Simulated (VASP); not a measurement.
# SiGe (P6_3mc) in VASP: a series of runs, part 3 of 3

VASP 6.6.1. Earlier steps stand in the parts before.

### 7 Single point, PBEsol (strain -0.080 along x and y, -0.040 along z)

Input file INCAR:

```
  ALGO = Normal
  EDIFF = 1E-6
  ENCUT = 520
  GGA = PS
  ISIF = 2
  ISMEAR = 0
  LASPH = T
  LCHARG = F
  LREAL = F
  LWAVE = F
  NBANDS = 26
  NELM = 80
  PREC = Accurate
  SIGMA = 0.03
```

Input file KPOINTS:

```
k-points
0
Gamma
  12 12 6
```

Input file POSCAR:

```
SiGe
1.0
    3.5885491402      0.0000000000      0.0000000000
   -1.7942745701      3.1077747182      0.0000000000
    0.0000000000      0.0000000000      6.1856570766
Si Ge
2 2
Direct
    0.6666666667      0.3333333333      0.8745463420
    0.3333333333      0.6666666667      0.3745463420
    0.6666666667      0.3333333333      0.5004526580
    0.3333333333      0.6666666667      0.0004526580
```

Potentials or basis: VASP PAW PBE potentials, release 64 (Si, Ge_d).

Command:

```
$ cat potpaw_PBE.64/Si/POTCAR potpaw_PBE.64/Ge_d/POTCAR > POTCAR
$ mpirun -np 1 vasp_std > vasp.out
```

OUTCAR:

```text
EDIFF = 1E-6
   ENCUT = 520
   GGA = PS
   ISIF = 2
   ISMEAR = 0
   LASPH = T
   LREAL = F
   NELM = 80
   PREC = Accurate

 ion  position               nearest neighbor table
   1  0.667  0.333  0.875-   4 2.21   4 2.21   4 2.21   3 2.31
   2  0.333  0.667  0.375-   3 2.21   3 2.21   3 2.21   4 2.31
   3  0.667  0.333  0.500-   2 2.21   2 2.21   2 2.21   1 2.31
   4  0.333  0.667  0.000-   1 2.21   1 2.21   1 2.21   2 2.31

  LATTYP: Found a hexagonal cell.
 ALAT       =     3.5885491402
 C/A-ratio  =     1.7237208785

  Lattice vectors:

 A1 = (   3.5885491402,   0.0000000000,   0.0000000000)
 A2 = (  -1.7942745701,   3.1077747182,   0.0000000000)
 A3 = (   0.0000000000,   0.0000000000,   6.1856570766)

Analysis of symmetry for initial positions (statically):
=====================================================================
 Subroutine PRICEL returns:
 Original cell was already a primitive cell.

 Routine SETGRP: Setting up the symmetry group for a
 hexagonal supercell.

 Subroutine GETGRP returns: Found 12 space group operations
 (whereof  6 operations were pure point group operations)
 out of a pool of 24 trial point group operations.

The static configuration has the point symmetry C_3v.
 The point group associated with its full space group is C_6v.

Analysis of symmetry for dynamics (positions and initial velocities):
=====================================================================
 Subroutine PRICEL returns:
 Original cell was already a primitive cell.

 Routine SETGRP: Setting up the symmetry group for a
 hexagonal supercell.

 Subroutine GETGRP returns: Found 12 space group operations
 (whereof  6 operations were pure point group operations)
 out of a pool of 24 trial point group operations.

The dynamic configuration has the point symmetry C_3v.
 The point group associated with its full space group is C_6v.

 Subroutine INISYM returns: Found 12 space group operations
 (whereof  6 operations are pure point group operations),
 and found     1 'primitive' translations

----------------------------------------------------------------------------------------

                                     Primitive cell

  volume of cell :      68.9849

  direct lattice vectors                    reciprocal lattice vectors
     3.588549140  0.000000000  0.000000000     0.278664151  0.160886823  0.000000000
    -1.794274570  3.107774718  0.000000000     0.000000000  0.321773645  0.000000000
     0.000000000  0.000000000  6.185657077     0.000000000  0.000000000  0.161664313

  length of vectors
     3.588549140  3.588549140  6.185657077     0.321773645  0.321773645  0.161664313

  position of ions in fractional coordinates (direct lattice)
     0.666666667  0.333333333  0.874546342
     0.333333333  0.666666667  0.374546342
     0.666666667  0.333333333  0.500452658
     0.333333333  0.666666667  0.000452658

  ion indices of the primitive-cell ions
   primitive index   ion index
                 1           1
                 2           2
                 3           3
                 4           4

----------------------------------------------------------------------------------------

 KPOINTS: k-points

Automatic generation of k-mesh.
 Grid dimensions read from file:
 generate k-points for:   12   12    6

 Generating k-lattice:

  Cartesian coordinates                     Fractional coordinates (reciprocal lattice)
     0.023222013  0.013407235  0.000000000     0.083333333  0.000000000  0.000000000
     0.000000000  0.026814470  0.000000000     0.000000000  0.083333333  0.000000000
     0.000000000  0.000000000  0.026944052     0.000000000  0.000000000  0.166666667

  Length of vectors
     0.026814470  0.026814470  0.026944052

  Shift w.r.t. Gamma in fractional coordinates (k-lattice)
     0.000000000  0.000000000  0.000000000

 Subroutine IBZKPT returns following result:
 ===========================================

 Found     76 irreducible k-points:

 Following reciprocal coordinates:
            Coordinates               Weight
  0.000000  0.000000  0.000000      1.000000
  0.083333 -0.000000  0.000000      6.000000
  0.166667 -0.000000  0.000000      6.000000
  0.250000 -0.000000  0.000000      6.000000
  0.333333 -0.000000  0.000000      6.000000
  0.416667 -0.000000  0.000000      6.000000
[... 16 lines left out ...]
  0.250000 -0.000000  0.166667     12.000000
  0.333333 -0.000000  0.166667     12.000000
 [... further k-points ...]
   k-points           NKPTS =     76   k-points in BZ     NKDIM =     76   number of bands    NBANDS=     26
   number of dos      NEDOS =    301   number of ions     NIONS =      4
   total plane-waves  NPLWV =  37632
   dimension x,y,z NGX =    28 NGY =   28 NGZ =   48
   dimension x,y,z NGXF=    56 NGYF=   56 NGZF=   96
   ions per type =               2   2
   NGX,Y,Z   is equivalent  to a cutoff of  12.97, 12.97, 12.90 a.u.
   NGXF,Y,Z  is equivalent  to a cutoff of  25.94, 25.94, 25.80 a.u.
 SYSTEM =  unknown system
   PREC   = accura    normal or accurate (medium, high low for compatibility)
   ISTART =      0    job   : 0-new  1-cont  2-samecut
   ICHARG =      2    charge: 1-file 2-atom 10-const
   ISPIN  =      1    spin polarized calculation?
   LNONCOLLINEAR =      F non collinear calculations
   LSORBIT =      F    spin-orbit coupling
   LASPH  =      T    aspherical Exc in radial PAW
   ENCUT  =  520.0 eV  38.22 Ry    6.18 a.u.   6.67  6.67 11.50*2*pi/ulx,y,z
   NELM   =     80;   NELMIN=  2; NELMDL= -5     # of ELM steps
   EDIFF  = 0.1E-05   stopping-criterion for ELM
   LREAL  =      F    real-space projection
   EDIFFG = 0.1E-04   stopping-criterion for IOM
   NSW    =      0    number of steps for IOM
   IBRION =     -1    ionic relax: 0-MD 1-quasi-New 2-CG
   NFREE  =      0    steps in history (QN), initial steepest desc. (CG)
   ISIF   =      2    stress and relaxation
   ISYM   =      2    0-nonsym 1-usesym 2-fastsym
   POTIM  = 0.5000    time-step for ionic-motion
   TEBEG  =    0.0;   TEEND  =   0.0 temperature during run
   PSTRESS=    0.0 pullay stress
   NELECT =      36.0000    total number of electrons
   NUPDOWN=      -1.0000    fix difference up-down
   EMIN   =  10.00;   EMAX   =-10.00  energy-range for DOS
   EFERMI =   0.00;   METHOD = LEGACY
   ISMEAR =     0;   SIGMA  =   0.03  broadening in eV -4-tet -1-fermi 0-gaus
   EFERMI_NEDOS =   21; number of points for ismear=-14 and -15
   IALGO  =     38    algorithm
   IMIX   =      4    mixing-type and parameters
     AMIX     =   0.40;   BMIX     =  1.00
     AMIX_MAG =   1.60;   BMIX_MAG =  1.00
  volume/ion in A,a.u.               =      17.25       116.38
  Fermi-wavevector in a.u.,A,eV,Ry     =   1.318027  2.490710 23.635968  1.737195
  Thomas-Fermi vector in A             =   2.448026
   LORBIT       =      0    0 simple, 1 ext, 2 COOP (PROOUT), +10 PAW based schemes
   GGA     = PS    functional components
   LHFCALC =     F    Hartree Fock is set to
   AEXX    =    0.0000 exact exchange contribution
   IVDW    =     0    specifies the selected vdW correction
   LEPSILON=     F    determine dielectric tensor
   LRPA    =     F    only Hartree local field effects (RPA)
 non-spin polarized calculation
 Gauss-broadening in eV      SIGMA  =   0.03
  energy-cutoff  :      520.00
  volume of cell :       68.98
 maximum number of plane-waves:      1884
 NGX is ok and might be reduce to    28
   NGX = 13   NGY = 13   NGZ = 23

 number of electron      36.0000020 magnetization

 Free energy of the ion-electron system (eV)
  ---------------------------------------------------
  ext. energy  EPLUGINS =         0.00000000
  ---------------------------------------------------
  free energy    TOTEN  =       -20.07726896 eV

  energy without entropy =      -20.07726092  energy(sigma->0) =      -20.07726494

 E-fermi :   8.0186     XC(G=0): -10.8132

 val. band max:        7.9731510118   @ k =   0.0000   0.0000   0.0000
 cond. band min:       8.0646941582   @ k =   0.3333   0.3333   0.0000
 fundamental gap:      0.0915431464
 Fermi energy:         8.0185947008

 k-point     1 :       0.0000    0.0000    0.0000
  band No.  band energies     occupation
      1     -16.9303      2.00000
      2     -16.9303      2.00000
      3     -16.9273      2.00000
      4     -16.9264      2.00000
      5     -16.9255      2.00000
      6     -16.9255      2.00000
[... 685 lines left out ...]
     25      15.7250      0.00000
     26      16.1398      0.00000

 [... further k-points ...]

------------------------ aborting loop because EDIFF is reached ----------------------------------------

  FORCE on cell =-STRESS in cart. coord.  units (eV):
  Direction    XX          YY          ZZ          XY          YZ          ZX
  --------------------------------------------------------------------------------------
  -------------------------------------------------------------------------------------
  Total       13.5947724     13.5947724      7.3360862     -0.0000000     -0.0000000      0.0000000
  in kB      315.7390206    315.7390206    170.3808337     -0.0000000     -0.0000000      0.0000000
  external PRESSURE =     267.2862916 kB  Pullay stress =       0.0000000 kB

 VOLUME and BASIS-vectors are now :
 -----------------------------------------------------------------------------
  energy-cutoff  :      520.00
  volume of cell :       68.98
      direct lattice vectors                 reciprocal lattice vectors
     3.588549140  0.000000000  0.000000000     0.278664151  0.160886823  0.000000000
    -1.794274570  3.107774718  0.000000000     0.000000000  0.321773645  0.000000000
     0.000000000  0.000000000  6.185657077     0.000000000  0.000000000  0.161664313

 POSITION                                       TOTAL-FORCE (eV/Angst)
 -----------------------------------------------------------------------------------
      1.79427      1.03592      5.40964        -0.000000      0.000000     -0.956115
     -0.00000      2.07185      2.31682         0.000000     -0.000000     -0.956115
      1.79427      1.03592      3.09563        -0.000000      0.000000      0.956115
     -0.00000      2.07185      0.00280         0.000000     -0.000000      0.956115
 -----------------------------------------------------------------------------------
    total drift:                               -0.000000     -0.000000     -0.000833

  FREE ENERGIE OF THE ION-ELECTRON SYSTEM (eV)
  ---------------------------------------------------
  free  energy   TOTEN  =       -20.0772689646 eV

  energy  without entropy=      -20.0772609162  energy(sigma->0) =      -20.07726494
```

OSZICAR:

```text
N       E                     dE             d eps       ncg     rms          rms(c)
DAV:   1     0.268035450964E+03    0.26804E+03   -0.17504E+04  4598   0.328E+03
DAV:   2     0.218397355237E+02   -0.24620E+03   -0.23674E+03  3968   0.641E+02
DAV:   3    -0.191661356148E+02   -0.41006E+02   -0.40475E+02  4784   0.154E+02
DAV:   4    -0.207030393658E+02   -0.15369E+01   -0.15342E+01  4662   0.332E+01
DAV:   5    -0.207341833510E+02   -0.31144E-01   -0.31134E-01  4974   0.532E+00    0.770E+00
DAV:   6    -0.202724010174E+02    0.46178E+00   -0.20262E-01  4554   0.264E+00    0.451E+00
DAV:   7    -0.200753128750E+02    0.19709E+00   -0.34961E-01  4902   0.336E+00    0.364E-01
DAV:   8    -0.200770614121E+02   -0.17485E-02   -0.31357E-02  4880   0.138E+00    0.171E-01
DAV:   9    -0.200771827177E+02   -0.12131E-03   -0.89941E-04  5022   0.234E-01    0.122E-01
DAV:  10    -0.200772634480E+02   -0.80730E-04   -0.11047E-04  4840   0.603E-02    0.421E-02
DAV:  11    -0.200772690467E+02   -0.55987E-05   -0.25602E-05  3962   0.266E-02    0.625E-03
DAV:  12    -0.200772689646E+02    0.82180E-07   -0.14882E-06  3772   0.994E-03
   1 F= -.20077269E+02 E0= -.20077265E+02  d E =-.804831E-05
```

Wall time 2.5 min (1 thread of Intel Xeon 8259CL, shared host); peak memory 0.25 GiB.

Results:

| Item | Value |
| --- | --- |
| Free energy | -20.0773 eV |
| Pressure | 26.7 GPa |
| Largest force | 0.956 eV/Å |
| Band gap on the k mesh | 0.09 eV (least direct gap 1.49 eV) |

Forces on the atoms (eV/Å):
```
Si   0.000  0.000 -0.956
Si   0.000  0.000 -0.956
Ge   0.000  0.000  0.956
Ge   0.000  0.000  0.956
```

Caveat: the cell differs from its parent crystal (strain -0.080 along x and y, -0.040 along z); the cell stands under pressure; the PAW data sets were made with another functional, which shifts forces and pressure a little. A k mesh can miss the band edges.

### 8 Overview

```csv
cell,gap on the mesh (eV),pressure (GPa),largest force (eV/Å)
"a = 3.901, b = 3.901, c = 5.928 Å, angles 90.0, 90.0, 120.0°, 4 atoms",none,9.4,1.42
"a = 3.745, b = 3.745, c = 6.959 Å, angles 90.0, 90.0, 120.0°, 4 atoms",none,2.1,0.80
"a = 4.057, b = 4.057, c = 5.928 Å, angles 90.0, 90.0, 120.0°, 4 atoms",none,2.7,1.83
"a = 4.213, b = 4.213, c = 5.928 Å, angles 90.0, 90.0, 120.0°, 4 atoms",none,-1.4,2.10
"a = 4.213, b = 4.213, c = 6.443 Å, angles 90.0, 90.0, 120.0°, 4 atoms",none,-8.1,0.55
"a = 3.589, b = 3.589, c = 6.186 Å, angles 90.0, 90.0, 120.0°, 4 atoms",0.09,26.7,0.96
```

Alike in all rows: task single point; level PBEsol; potentials or basis VASP PAW PBE potentials, release 64 (Si, Ge_d); no spin polarisation; k mesh 12 × 12 × 6; cutoff (eV) 520; smearing gaussian 0.03 eV.

Caveats: the PAW data sets were made with another functional, which shifts forces and pressure a little; semilocal functionals underestimate gaps, so a narrow gap can read as zero (at least some runs); the cell stands under pressure (at least some runs); the cell stands under tension (at least some runs).

Total energies depend on the potentials used, so only differences within one code and one set of settings carry meaning.
